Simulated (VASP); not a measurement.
# C (Fd-3m) in VASP: a series of runs

The runs below take C through single point, with LDA.

Program: VASP 6.6.1. These are calculated values, not measurements. Logs are shortened: lines on timing, memory, paths and dates and some standing lists are left out, and cuts for length are marked.

### Step 1. The cell of the first run

The structure is cubic, space group Fd-3m (No. 227). The conventional cell has a = 3.532 Å, b = 3.532 Å, c = 3.532 Å, α = 90.00°, β = 90.00°, γ = 90.00°. Within 2.0 Å of C (site symmetry -43m) lie 4 C at 1.53 Å.

### Step 2. Single point, LDA

INCAR

```
SYSTEM = C
PREC = Accurate ; ENCUT = 600
EDIFF = 1E-6 ; ISMEAR = -1
SIGMA = 0.02 ; LREAL = .False.
LASPH = .True. ; NELM = 120
ALGO = Normal ; ISIF = 2
LWAVE = .False. ; LCHARG = .False.
GGA = CA ; NBANDS = 11
GGA_COMPAT = .False.
```

KPOINTS

```
Automatic mesh
0
Gamma
  16 16 16
  0 0 0
```

POSCAR

```
C
1.0
    0.0000000000      1.7658745511      1.7658745511
    1.7658745511      0.0000000000      1.7658745511
    1.7658745511      1.7658745511      0.0000000000
C
2
Direct
   -0.1250000000     -0.1250000000     -0.1250000000
    0.1250000000      0.1250000000      0.1250000000
```

Potentials or basis: VASP PAW LDA potentials, release 64 (C).

Started as:

```
$ cat potpaw_LDA.64/C/POTCAR > POTCAR
$ mpirun -np 1 vasp_std > vasp.out
```

OUTCAR:

```text
SYSTEM = C
   PREC = Accurate
   ENCUT = 600
   EDIFF = 1E-6
   ISMEAR = -1
   LREAL = .False.
   LASPH = .True.
   NELM = 120
   ISIF = 2
   GGA = CA

 ion  position               nearest neighbor table
   1  0.875  0.875  0.875-   2 1.53   2 1.53   2 1.53   2 1.53
   2  0.125  0.125  0.125-   1 1.53   1 1.53   1 1.53   1 1.53

  LATTYP: Found a face centered cubic cell.
 ALAT       =     3.5317491022

  Lattice vectors:

 A1 = (   0.0000000000,   1.7658745511,   1.7658745511)
 A2 = (   1.7658745511,   0.0000000000,   1.7658745511)
 A3 = (   1.7658745511,   1.7658745511,   0.0000000000)

Analysis of symmetry for initial positions (statically):
=====================================================================
 Subroutine PRICEL returns:
 Original cell was already a primitive cell.

 Routine SETGRP: Setting up the symmetry group for a
 face centered cubic supercell.

 Subroutine GETGRP returns: Found 48 space group operations
 (whereof 12 operations were pure point group operations)
 out of a pool of 48 trial point group operations.

The static configuration has the point symmetry D_3d.
 The point group associated with its full space group is O_h .

Analysis of symmetry for dynamics (positions and initial velocities):
=====================================================================
 Subroutine PRICEL returns:
 Original cell was already a primitive cell.

 Routine SETGRP: Setting up the symmetry group for a
 face centered cubic supercell.

 Subroutine GETGRP returns: Found 48 space group operations
 (whereof 12 operations were pure point group operations)
 out of a pool of 48 trial point group operations.

The dynamic configuration has the point symmetry D_3d.
 The point group associated with its full space group is O_h .

 Subroutine INISYM returns: Found 48 space group operations
 (whereof 12 operations are pure point group operations),
 and found     1 'primitive' translations

----------------------------------------------------------------------------------------

                                     Primitive cell

  volume of cell :      11.0131

  direct lattice vectors                    reciprocal lattice vectors
     0.000000000  1.765874551  1.765874551    -0.283145821  0.283145821  0.283145821
     1.765874551  0.000000000  1.765874551     0.283145821 -0.283145821  0.283145821
     1.765874551  1.765874551  0.000000000     0.283145821  0.283145821 -0.283145821

  length of vectors
     2.497323740  2.497323740  2.497323740     0.490422948  0.490422948  0.490422948

[... 87 lines left out ...]
   ISYM   =      2    0-nonsym 1-usesym 2-fastsym
   POTIM  = 0.5000    time-step for ionic-motion
   TEBEG  =    0.0;   TEEND  =   0.0 temperature during run
   PSTRESS=    0.0 pullay stress
   NELECT =       8.0000    total number of electrons
   NUPDOWN=      -1.0000    fix difference up-down
   EMIN   =  10.00;   EMAX   =-10.00  energy-range for DOS
   EFERMI =   0.00;   METHOD = LEGACY
   ISMEAR =    -1;   SIGMA  =   0.02  broadening in eV -4-tet -1-fermi 0-gaus
   EFERMI_NEDOS =   21; number of points for ismear=-14 and -15
   IALGO  =     38    algorithm
   IMIX   =      4    mixing-type and parameters
     AMIX     =   0.40;   BMIX     =  1.00
     AMIX_MAG =   1.60;   BMIX_MAG =  1.00
  volume/ion in A,a.u.               =       5.51        37.16
  Fermi-wavevector in a.u.,A,eV,Ry     =   1.471640  2.780997 29.466476  2.165725
  Thomas-Fermi vector in A             =   2.586752
   LORBIT       =      0    0 simple, 1 ext, 2 COOP (PROOUT), +10 PAW based schemes
   GGA     = CA    functional components
   LHFCALC =     F    Hartree Fock is set to
   AEXX    =    0.0000 exact exchange contribution
   IVDW    =     0    specifies the selected vdW correction
   LEPSILON=     F    determine dielectric tensor
   LRPA    =     F    only Hartree local field effects (RPA)
 non-spin polarized calculation
  energy-cutoff  :      600.00
  volume of cell :       11.01
 maximum number of plane-waves:       380
   NGX =  9   NGY =  9   NGZ =  9

 number of electron       7.9999998 magnetization

 Free energy of the ion-electron system (eV)
  ---------------------------------------------------
  ext. energy  EPLUGINS =         0.00000000
  ---------------------------------------------------
  free energy    TOTEN  =       -20.25204496 eV

  energy without entropy =      -20.25204496  energy(sigma->0) =      -20.25204496

 E-fermi :  10.6624     XC(G=0): -13.6432

 val. band max:       10.1594646987   @ k =   0.0000   0.0000   0.0000
 cond. band min:      14.3305612811   @ k =   0.3750   0.3750   0.0000
 fundamental gap:      4.1710965824
 Fermi energy:        10.6624150859

 k-point     1 :       0.0000    0.0000    0.0000
  band No.  band energies     occupation
      1     -11.5565      2.00000
      2      10.1595      2.00000
      3      10.1595      2.00000
      4      10.1595      2.00000
      5      15.7857      0.00000
      6      15.7857      0.00000
      7      15.7857      0.00000
      8      24.3969      0.00000
      9      29.5563      0.00000
     10      37.1243      0.00000
     11      37.1243      0.00000
[... 309 lines left out ...]
 k-point    24 :      -0.0625    0.0625    0.0000
  band No.  band energies     occupation
      1     -11.2628      2.00000
      2       8.7277      2.00000
      3       9.0518      2.00000
      4       9.9765      2.00000
      5      16.0841      0.00000
      6      16.6383      0.00000
      7      16.9394      0.00000
      8      24.5234      0.00000
      9      30.0152      0.00000
     10      33.5134      0.00000
     11      34.8526      0.00000

 [... further k-points ...]

------------------------ aborting loop because EDIFF is reached ----------------------------------------

  FORCE on cell =-STRESS in cart. coord.  units (eV):
  Direction    XX          YY          ZZ          XY          YZ          ZX
  --------------------------------------------------------------------------------------
  -------------------------------------------------------------------------------------
  Total        0.0569599      0.0569599      0.0569599     -0.0000000     -0.0000000      0.0000000
  in kB        8.2864841      8.2864841      8.2864841     -0.0000000     -0.0000000      0.0000000
  external PRESSURE =       8.2864841 kB  Pullay stress =       0.0000000 kB

 VOLUME and BASIS-vectors are now :
 -----------------------------------------------------------------------------
  energy-cutoff  :      600.00
  volume of cell :       11.01
      direct lattice vectors                 reciprocal lattice vectors
     0.000000000  1.765874551  1.765874551    -0.283145821  0.283145821  0.283145821
     1.765874551  0.000000000  1.765874551     0.283145821 -0.283145821  0.283145821
     1.765874551  1.765874551  0.000000000     0.283145821  0.283145821 -0.283145821

 POSITION                                       TOTAL-FORCE (eV/Angst)
 -----------------------------------------------------------------------------------
      3.09028      3.09028      3.09028        -0.000000      0.000000      0.000000
      0.44147      0.44147      0.44147         0.000000     -0.000000      0.000000
 -----------------------------------------------------------------------------------
    total drift:                                0.000000      0.000000     -0.000000

  FREE ENERGIE OF THE ION-ELECTRON SYSTEM (eV)
  ---------------------------------------------------
  free  energy   TOTEN  =       -20.2520449583 eV

  energy  without entropy=      -20.2520449583  energy(sigma->0) =      -20.25204496
```

OSZICAR:

```text
N       E                     dE             d eps       ncg     rms          rms(c)
DAV:   1    -0.291443323151E+01   -0.29144E+01   -0.49630E+03  3254   0.780E+02
DAV:   2    -0.207702157319E+02   -0.17856E+02   -0.17419E+02  4308   0.126E+02
DAV:   3    -0.211182717576E+02   -0.34806E+00   -0.34729E+00  3704   0.133E+01
DAV:   4    -0.211188759288E+02   -0.60417E-03   -0.60416E-03  3506   0.698E-01
DAV:   5    -0.211188767704E+02   -0.84154E-06   -0.84153E-06  3618   0.246E-02    0.588E+00
DAV:   6    -0.204758266210E+02    0.64305E+00   -0.34347E-01  3274   0.409E+00    0.341E+00
DAV:   7    -0.202521543020E+02    0.22367E+00   -0.40737E-01  3505   0.446E+00    0.749E-01
DAV:   8    -0.202520598877E+02    0.94414E-04   -0.10047E-02  3358   0.833E-01    0.295E-02
DAV:   9    -0.202520434580E+02    0.16430E-04   -0.38445E-05  3619   0.489E-02    0.209E-02
DAV:  10    -0.202520450373E+02   -0.15793E-05   -0.22697E-06  3462   0.126E-02    0.498E-03
DAV:  11    -0.202520449583E+02    0.79072E-07   -0.92528E-08  1711   0.233E-03
   1 F= -.20252045E+02 E0= -.20252045E+02  d E =-.918856E-14
```

Wall time 16 s (1 thread of Intel Xeon Platinum 8259CL at 2.50GHz (Skylake/Cascade Lake), shared host); peak memory 0.12 GiB.

Results:

| Item | Value |
| --- | --- |
| Free energy | -20.2520 eV |
| Pressure | 0.8 GPa |
| Band gap on the k mesh | 4.17 eV, indirect (least direct gap 5.63 eV) |

Levels at points of the mesh, in eV from the valence-band top:
```tsv
k point	band 1	band 2	band 3	band 4	band 5	band 6	band 7	band 8	band 9
(0.00, 0.00, 0.00)	-21.72	0.00	0.00	0.00	5.63	5.63	5.63	14.24	19.40
(0.50, 0.00, 0.00)	-15.70	-13.69	-2.87	-2.87	8.51	8.51	9.42	15.67	21.95
(0.50, 0.50, 0.00)	-12.82	-12.82	-6.47	-6.47	4.77	4.77	17.07	17.07	23.48
```

A k mesh can miss the band edges.

### Step 3. Single point, LDA

This run uses another cell than the first one: it holds 4 atoms, not 2.

INCAR

```
SYSTEM = C
PREC = Accurate ; ENCUT = 600
EDIFF = 1E-6 ; ISMEAR = -1
SIGMA = 0.02 ; LREAL = .FALSE.
LASPH = .TRUE. ; NELM = 120
ALGO = Normal ; ISIF = 2
LWAVE = .FALSE. ; LCHARG = .TRUE.
GGA = CA ; LELF = .TRUE.
LVHAR = .TRUE. ; NBANDS = 16
GGA_COMPAT = .FALSE.
```

KPOINTS

```
regular mesh
0
G
  10 7 10
  0 0 0
```

POSCAR

```
C
1.0
   -1.7658745511      1.7658745511      0.0000000000
    0.0000000000      0.0000000000      3.5317491022
    1.7658745511      1.7658745511      0.0000000000
C
4
Direct
    0.5000000000      0.3750000000      0.2500000000
    0.0000000000      0.8750000000      0.7500000000
    0.0000000000      0.1250000000      0.2500000000
    0.5000000000      0.6250000000      0.7500000000
```

Potentials or basis: VASP PAW LDA potentials, release 64 (C).

Started as:

```
$ cat potpaw_LDA.64/C/POTCAR > POTCAR
$ mpirun -np 1 vasp_std > vasp.out
```

OUTCAR:

```text
SYSTEM = C
   PREC = Accurate
   ENCUT = 600
   EDIFF = 1E-6
   ISMEAR = -1
   LREAL = .FALSE.
   LASPH = .TRUE.
   NELM = 120
   ISIF = 2
   GGA = CA

 ion  position               nearest neighbor table
   1  0.500  0.375  0.250-   3 1.53   4 1.53   4 1.53   3 1.53
   2  0.000  0.875  0.750-   3 1.53   4 1.53   3 1.53   4 1.53
   3  0.000  0.125  0.250-   1 1.53   2 1.53   2 1.53   1 1.53
   4  0.500  0.625  0.750-   1 1.53   2 1.53   1 1.53   2 1.53

  LATTYP: Found a simple tetragonal cell.
 ALAT       =     2.4973237396
 C/A-ratio  =     1.4142135624

  Lattice vectors:

 A1 = (   1.7658745511,  -1.7658745511,   0.0000000000)
 A2 = (   1.7658745511,   1.7658745511,   0.0000000000)
 A3 = (   0.0000000000,   0.0000000000,   3.5317491022)

Analysis of symmetry for initial positions (statically):
=====================================================================
 Subroutine PRICEL returns following result:

  LATTYP: Found a face centered cubic cell.
 ALAT       =     3.5317491022

  Lattice vectors:

 A1 = (   1.7658745511,   0.0000000000,   1.7658745511)
 A2 = (   1.7658745511,   1.7658745511,   0.0000000000)
 A3 = (   0.0000000000,   1.7658745511,   1.7658745511)

   2 primitive cells build up your supercell.

 Routine SETGRP: Setting up the symmetry group for a
 simple tetragonal supercell.

 Subroutine GETGRP returns: Found 16 space group operations
 (whereof  4 operations were pure point group operations)
 out of a pool of 16 trial point group operations.

The static configuration has the point symmetry C_2h.
 The point group associated with its full space group is D_4h.

Analysis of symmetry for dynamics (positions and initial velocities):
=====================================================================
 Subroutine PRICEL returns following result:

  LATTYP: Found a face centered cubic cell.
 ALAT       =     3.5317491022

  Lattice vectors:

[... 134 lines left out ...]
     AMIX_MAG =   1.60;   BMIX_MAG =  1.00
  volume/ion in A,a.u.               =       5.51        37.16
  Fermi-wavevector in a.u.,A,eV,Ry     =   1.471640  2.780997 29.466476  2.165725
  Thomas-Fermi vector in A             =   2.586752
   LORBIT       =      0    0 simple, 1 ext, 2 COOP (PROOUT), +10 PAW based schemes
   GGA     = CA    functional components
   LHFCALC =     F    Hartree Fock is set to
   AEXX    =    0.0000 exact exchange contribution
   IVDW    =     0    specifies the selected vdW correction
   LEPSILON=     F    determine dielectric tensor
   LRPA    =     F    only Hartree local field effects (RPA)
 non-spin polarized calculation
  energy-cutoff  :      600.00
  volume of cell :       22.03
 maximum number of plane-waves:       753
 NGX is ok and might be reduce to    20

 number of electron      16.0000004 magnetization

 Free energy of the ion-electron system (eV)
  ---------------------------------------------------
  ext. energy  EPLUGINS =         0.00000000
  ---------------------------------------------------
  free energy    TOTEN  =       -40.50408940 eV

  energy without entropy =      -40.50408940  energy(sigma->0) =      -40.50408940

 E-fermi :  10.5457     XC(G=0): -13.6432

 val. band max:       10.1593793009   @ k =   0.0000   0.0000   0.0000
 cond. band min:      14.3301060549   @ k =   0.0000   0.2857   0.0000
 fundamental gap:      4.1707267540
 Fermi energy:        10.5457164110

 k-point     1 :       0.0000    0.0000    0.0000
  band No.  band energies     occupation
      1     -11.5565      2.00000
      2      -2.6604      2.00000
      3      -2.6604      2.00000
      4       3.6888      2.00000
      5       3.6888      2.00000
      6      10.1594      2.00000
[... 433 lines left out ...]
      3      -3.3001      2.00000
      4      -3.3001      2.00000
      5       7.1266      2.00000
      6       7.1266      2.00000
[... 8 lines left out ...]
     15      25.8425      0.00000
     16      25.8425      0.00000

 [... further k-points ...]

------------------------ aborting loop because EDIFF is reached ----------------------------------------

  FORCE on cell =-STRESS in cart. coord.  units (eV):
  Direction    XX          YY          ZZ          XY          YZ          ZX
  --------------------------------------------------------------------------------------
  -------------------------------------------------------------------------------------
  Total        0.1144586      0.1144586      0.1137715     -0.0000000      0.0000000      0.0000000
  in kB        8.3256734      8.3256734      8.2756989     -0.0000000      0.0000000      0.0000000
  external PRESSURE =       8.3090152 kB  Pullay stress =       0.0000000 kB

 VOLUME and BASIS-vectors are now :
 -----------------------------------------------------------------------------
  energy-cutoff  :      600.00
  volume of cell :       22.03
      direct lattice vectors                 reciprocal lattice vectors
    -1.765874551  1.765874551  0.000000000    -0.283145821  0.283145821  0.000000000
     0.000000000  0.000000000  3.531749102     0.000000000  0.000000000  0.283145821
     1.765874551  1.765874551  0.000000000     0.283145821  0.283145821  0.000000000

 POSITION                                       TOTAL-FORCE (eV/Angst)
 -----------------------------------------------------------------------------------
     -0.44147      1.32441      1.32441         0.000000     -0.000000      0.000000
      1.32441      1.32441      3.09028         0.000000      0.000000     -0.000000
      0.44147      0.44147      0.44147        -0.000000     -0.000000      0.000000
      0.44147      2.20734      2.20734        -0.000000      0.000000     -0.000000
 -----------------------------------------------------------------------------------
    total drift:                                0.000000      0.000000     -0.000000

  FREE ENERGIE OF THE ION-ELECTRON SYSTEM (eV)
  ---------------------------------------------------
  free  energy   TOTEN  =       -40.5040894008 eV

  energy  without entropy=      -40.5040894008  energy(sigma->0) =      -40.50408940
```

OSZICAR:

```text
N       E                     dE             d eps       ncg     rms          rms(c)
DAV:   1     0.140806131304E+02    0.14081E+02   -0.89282E+03  2696   0.109E+03
DAV:   2    -0.405062323822E+02   -0.54587E+02   -0.50896E+02  3848   0.192E+02
DAV:   3    -0.422309624222E+02   -0.17247E+01   -0.17198E+01  3096   0.281E+01
DAV:   4    -0.422377468187E+02   -0.67844E-02   -0.67839E-02  3232   0.224E+00
DAV:   5    -0.422377806233E+02   -0.33805E-04   -0.33805E-04  3032   0.139E-01    0.832E+00
DAV:   6    -0.409518779988E+02    0.12859E+01   -0.82068E-01  3000   0.562E+00    0.482E+00
DAV:   7    -0.405047640589E+02    0.44711E+00   -0.91931E-01  3232   0.612E+00    0.106E+00
DAV:   8    -0.405041192834E+02    0.64478E-03   -0.18014E-02  2848   0.927E-01    0.484E-02
DAV:   9    -0.405040858996E+02    0.33384E-04   -0.86018E-05  3120   0.752E-02    0.276E-02
DAV:  10    -0.405040895740E+02   -0.36744E-05   -0.52806E-06  3208   0.173E-02    0.505E-03
DAV:  11    -0.405040894008E+02    0.17322E-06   -0.67467E-07  1648   0.530E-03
   1 F= -.40504089E+02 E0= -.40504089E+02  d E =-.142877E-10
```

It took 28 s on 1 thread of Intel Xeon Platinum 8259CL at 2.50GHz (Skylake/Cascade Lake), shared host; peak memory 0.13 GiB.

What came out:

* Free energy: -40.5041 eV
* Pressure: 0.8 GPa
* Band gap on the k mesh: 4.17 eV

A k mesh can miss the band edges. Expect the measured gap to be larger: semilocal functionals such as LDA lack the derivative discontinuity.

### Step 4. Single point, LDA

This run uses another cell than the first one: it holds 4 atoms, not 2.

INCAR

```
SYSTEM = C
PREC = Accurate ; ENCUT = 600
EDIFF = 1E-6 ; ISMEAR = -1
SIGMA = 0.02 ; LREAL = .FALSE.
LASPH = .TRUE. ; NELM = 120
ALGO = Normal ; ISIF = 2
LWAVE = .FALSE. ; LCHARG = .FALSE.
NBANDS = 16 ; GGA_COMPAT = .FALSE.
```

KPOINTS

```
Automatic mesh
0
G
  10 7 10
  0 0 0
```

POSCAR is that of step 3.

Started as:

```
$ cat potpaw_LDA.64/C/POTCAR > POTCAR
$ mpirun -np 1 vasp_std > vasp.out
```

Wall time 20 s (1 thread of Intel Xeon Platinum 8259CL at 2.50GHz (Skylake/Cascade Lake), shared host); peak memory 0.13 GiB.

It converged, with:

- Free energy: -40.5041 eV
- Pressure: 0.8 GPa
- Band gap on the k mesh: 4.17 eV

Levels at points of the mesh, in eV from the valence-band top:
| k point | band 5 | band 6 | band 7 | band 8 | band 9 | band 10 | band 11 | band 12 |
| --- | --- | --- | --- | --- | --- | --- | --- | --- |
| (0.00, 0.00, 0.00) | -6.47 | 0.00 | 0.00 | 0.00 | 4.77 | 4.77 | 5.63 | 5.63 |
| (0.50, 0.00, 0.00) | -7.80 | -7.80 | -3.09 | -3.09 | 8.03 | 8.03 | 10.13 | 10.13 |
| (0.50, 0.00, 0.50) | -6.47 | -6.47 | -6.47 | -6.47 | 4.77 | 4.77 | 4.77 | 4.77 |

A k mesh can miss the band edges. Expect the measured gap to be larger: semilocal functionals such as LDA lack the derivative discontinuity.
